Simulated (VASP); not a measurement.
# KBr (Pmma) in VASP: a series of runs, part 2 of 2

VASP 6.6.1. The steps go on from the part before.

### 3 Single point, LDA (atoms displaced along a vibrational mode)

Contents of INCAR:

```
PREC = Accurate
ENCUT = 520
EDIFF = 1E-6
ISMEAR = 0
SIGMA = 0.05
LREAL = False
LASPH = True
NELM = 100
ALGO = Normal
ISIF = 2
LWAVE = False
LCHARG = False
NBANDS = 24
```

Contents of KPOINTS:

```
Automatic mesh
0
Gamma
  6 6 4
```

Contents of POSCAR:

```
KBr
1.0
    3.8300121826      0.0000000000      0.0000000000
    0.0000000000      3.8300121826      0.0000000000
    0.0000000000      0.0000000000      7.6600243652
K Br
2 2
Direct
    0.0000000000      0.0000000000      0.0000000000
    0.0000000000      0.0000000000      0.5000000000
    0.4709139306      0.5000000000      0.2500000000
    0.5290860694      0.5000000000      0.7500000000
```

Potentials or basis: VASP PAW LDA potentials, release 64 (K_sv, Br).

Command:

```
$ cat potpaw_LDA.64/K_sv/POTCAR potpaw_LDA.64/Br/POTCAR > POTCAR
$ mpirun -np 1 vasp_std > vasp.out
```

OUTCAR:

```text
PREC = Accurate
   ENCUT = 520
   EDIFF = 1E-6
   ISMEAR = 0
   LREAL = False
   LASPH = True
   NELM = 100
   ISIF = 2

 ion  position               nearest neighbor table
   1  0.000  0.000  0.000-   3 3.25   4 3.25   3 3.25   4 3.25
   2  0.000  0.000  0.500-   3 3.25   4 3.25   3 3.25   4 3.25
   3  0.471  0.500  0.250-   1 3.25   2 3.25   1 3.25   2 3.25
   4  0.529  0.500  0.750-   1 3.25   2 3.25   1 3.25   2 3.25

  LATTYP: Found a simple tetragonal cell.
 ALAT       =     3.8300121826
 C/A-ratio  =     2.0000000000

  Lattice vectors:

 A1 = (   3.8300121826,   0.0000000000,   0.0000000000)
 A2 = (   0.0000000000,   3.8300121826,   0.0000000000)
 A3 = (   0.0000000000,   0.0000000000,   7.6600243652)

Analysis of symmetry for initial positions (statically):
=====================================================================
 Subroutine PRICEL returns:
 Original cell was already a primitive cell.

 Routine SETGRP: Setting up the symmetry group for a
 simple tetragonal supercell.

 Subroutine GETGRP returns: Found  8 space group operations
 (whereof  4 operations were pure point group operations)
 out of a pool of 16 trial point group operations.

The static configuration has the point symmetry C_2h.
 The point group associated with its full space group is D_2h.

Analysis of symmetry for dynamics (positions and initial velocities):
=====================================================================
 Subroutine PRICEL returns:
 Original cell was already a primitive cell.

 Routine SETGRP: Setting up the symmetry group for a
 simple tetragonal supercell.

 Subroutine GETGRP returns: Found  8 space group operations
 (whereof  4 operations were pure point group operations)
 out of a pool of 16 trial point group operations.

The dynamic configuration has the point symmetry C_2h.
 The point group associated with its full space group is D_2h.
[... 119 lines left out ...]
   EFERMI_NEDOS =   21; number of points for ismear=-14 and -15
   IALGO  =     38    algorithm
   IMIX   =      4    mixing-type and parameters
     AMIX     =   0.40;   BMIX     =  1.00
     AMIX_MAG =   1.60;   BMIX_MAG =  1.00
  volume/ion in A,a.u.               =      28.09       189.57
  Fermi-wavevector in a.u.,A,eV,Ry     =   1.077080  2.035386 15.784140  1.160102
  Thomas-Fermi vector in A             =   2.212982
   LORBIT       =      0    0 simple, 1 ext, 2 COOP (PROOUT), +10 PAW based schemes
   GGA     = CA    functional components
   LHFCALC =     F    Hartree Fock is set to
   AEXX    =    0.0000 exact exchange contribution
   IVDW    =     0    specifies the selected vdW correction
   LEPSILON=     F    determine dielectric tensor
   LRPA    =     F    only Hartree local field effects (RPA)
 non-spin polarized calculation
 Gauss-broadening in eV      SIGMA  =   0.05
  energy-cutoff  :      520.00
  volume of cell :      112.36
 maximum number of plane-waves:      3056
   NGX = 15   NGY = 15   NGZ = 29

 number of electron      32.0000005 magnetization

 Free energy of the ion-electron system (eV)
  ---------------------------------------------------
  ext. energy  EPLUGINS =         0.00000000
  ---------------------------------------------------
  free energy    TOTEN  =       -13.54087334 eV

  energy without entropy =      -13.54087334  energy(sigma->0) =      -13.54087334

 E-fermi :   0.2435     XC(G=0):  -9.0084

 val. band max:       -0.0183099987   @ k =   0.5000   0.0000   0.0000
 cond. band min:       4.0188852137   @ k =   0.0000   0.0000   0.0000
 fundamental gap:      4.0371952123
 Fermi energy:         0.2435427009

 k-point     1 :       0.0000    0.0000    0.0000
  band No.  band energies     occupation
      1     -28.1141      2.00000
      2     -28.0908      2.00000
      3     -13.3900      2.00000
      4     -13.2023      2.00000
      5     -11.7624      2.00000
      6     -11.7580      2.00000
[... 637 lines left out ...]
     23       8.7814      0.00000
     24       8.9731      0.00000

 [... further k-points ...]

------------------------ aborting loop because EDIFF is reached ----------------------------------------

  FORCE on cell =-STRESS in cart. coord.  units (eV):
  Direction    XX          YY          ZZ          XY          YZ          ZX
  --------------------------------------------------------------------------------------
  -------------------------------------------------------------------------------------
  Total        0.1097754      0.1466136      0.1137294      0.0000000      0.0000000      0.0000000
  in kB        1.5652559      2.0905201      1.6216341      0.0000000      0.0000000      0.0000000
  external PRESSURE =       1.7591367 kB  Pullay stress =       0.0000000 kB

 VOLUME and BASIS-vectors are now :
 -----------------------------------------------------------------------------
  energy-cutoff  :      520.00
  volume of cell :      112.36
      direct lattice vectors                 reciprocal lattice vectors
     3.830012183  0.000000000  0.000000000     0.261095775  0.000000000  0.000000000
     0.000000000  3.830012183  0.000000000     0.000000000  0.261095775  0.000000000
     0.000000000  0.000000000  7.660024365     0.000000000  0.000000000  0.130547888

 POSITION                                       TOTAL-FORCE (eV/Angst)
 -----------------------------------------------------------------------------------
      0.00000      0.00000      0.00000         0.000000      0.000000      0.000000
      0.00000      0.00000      3.83001         0.000000      0.000000      0.000000
      1.80361      1.91501      1.91501         0.112624      0.000000      0.000000
      2.02641      1.91501      5.74502        -0.112624      0.000000     -0.000000
 -----------------------------------------------------------------------------------
    total drift:                               -0.000000     -0.000000      0.000000

  FREE ENERGIE OF THE ION-ELECTRON SYSTEM (eV)
  ---------------------------------------------------
  free  energy   TOTEN  =       -13.5408733447 eV

  energy  without entropy=      -13.5408733447  energy(sigma->0) =      -13.54087334
```

Run time: 35 s. Hardware: 1 thread of Intel Xeon 6975P-C (Granite Rapids), shared host; peak memory 0.24 GiB.

Results:

* Free energy: -13.5409 eV
* Pressure: 0.2 GPa
* Largest force: 0.113 eV/Å
* Band gap on the k mesh: 4.04 eV

Forces on the atoms (eV/Å):
```
K    0.000  0.000  0.000
K    0.000  0.000  0.000
Br   0.113  0.000  0.000
Br  -0.113  0.000  0.000
```

Caveat: the cell differs from its parent crystal (atoms displaced along a vibrational mode). A k mesh can miss the band edges.

### 4 Single point, LDA (atoms displaced along a vibrational mode, the cell strained)

Contents of INCAR:

```
SYSTEM = KBr
PREC = Accurate ; ENCUT = 520
EDIFF = 1E-6 ; ISMEAR = 0
SIGMA = 0.05 ; LREAL = .False.
LASPH = .True. ; NELM = 100
ALGO = Normal ; ISIF = 2
LWAVE = .False. ; LCHARG = .False.
GGA = CA ; NBANDS = 24
```

Contents of KPOINTS:

```
Automatic mesh
0
Gamma
  6 6 4
  0 0 0
```

Contents of POSCAR:

```
KBr
1.0
    3.8618012837      0.0000000000      0.0000000000
    0.0000000000      3.8618012837      0.0000000000
    0.0000000000      0.0000000000      7.7236025674
K Br
2 2
Direct
    0.0000000000      0.0000000000      0.0000000000
    0.0000000000      0.0000000000      0.5000000000
    0.4709139306      0.5000000000      0.2500000000
    0.5290860694      0.5000000000      0.7500000000
```

Command:

```
$ cat potpaw_LDA.64/K_sv/POTCAR potpaw_LDA.64/Br/POTCAR > POTCAR
$ mpirun -np 1 vasp_std > vasp.out
```

Wall time 48 s (1 thread of Intel Xeon 6975P-C (Granite Rapids), shared host); peak memory 0.26 GiB.

The run converged. Its results:

* Free energy: -13.5390 eV
* Pressure: -0.4 GPa
* Largest force: 0.096 eV/Å
* Band gap on the k mesh: 3.94 eV

Forces on the atoms (eV/Å):
```
K    0.000  0.000  0.000
K    0.000  0.000  0.000
Br   0.096  0.000  0.000
Br  -0.096  0.000  0.000
```

Levels at points of the mesh, in eV from the valence-band top:
| k point | band 13 | band 14 | band 15 | band 16 | band 17 | band 18 | band 19 | band 20 |
| --- | --- | --- | --- | --- | --- | --- | --- | --- |
| (0.00, 0.00, 0.00) | -0.33 | -0.32 | -0.31 | -0.30 | 3.94 | 5.36 | 5.40 | 6.69 |
| (0.50, 0.00, 0.00) | -1.69 | -0.35 | -0.33 | 0.00 | 4.93 | 6.33 | 6.72 | 6.86 |
| (0.00, 0.50, 0.00) | -1.69 | -0.34 | -0.32 | 0.00 | 4.90 | 6.33 | 6.70 | 6.84 |
| (0.50, 0.50, 0.00) | -1.85 | -1.70 | -1.70 | -0.01 | 4.90 | 6.34 | 7.39 | 7.43 |
| (0.00, 0.00, 0.50) | -0.32 | -0.32 | -0.32 | -0.32 | 5.25 | 5.25 | 5.90 | 5.90 |
| (0.50, 0.00, 0.50) | -1.09 | -1.09 | -0.17 | -0.17 | 5.97 | 5.97 | 6.68 | 6.68 |
| (0.00, 0.50, 0.50) | -1.11 | -1.11 | -0.16 | -0.16 | 5.98 | 5.98 | 6.67 | 6.67 |
| (0.50, 0.50, 0.50) | -1.78 | -1.78 | -1.06 | -1.06 | 5.90 | 5.90 | 7.50 | 7.50 |

Caveat: the cell differs from its parent crystal (atoms displaced along a vibrational mode, the cell strained).

### 5 Summary

```csv
cell,gap on the mesh (eV),pressure (GPa),largest force (eV/Å)
"a = 3.926, b = 3.926, c = 7.852 Å, 4 atoms",3.76,-1.4,0.07
"a = 3.830, b = 3.830, c = 7.660 Å, 4 atoms",4.04,0.2,0.11
"a = 3.862, b = 3.862, c = 7.724 Å, 4 atoms",3.94,-0.4,0.10
```

Alike in all rows: task single point; level LDA; potentials or basis VASP PAW LDA potentials, release 64 (K_sv, Br); no spin polarisation; k mesh 6 × 6 × 4; cutoff (eV) 520; smearing gaussian 0.05 eV.

Absolute energies hang on the potentials; compare differences alone.
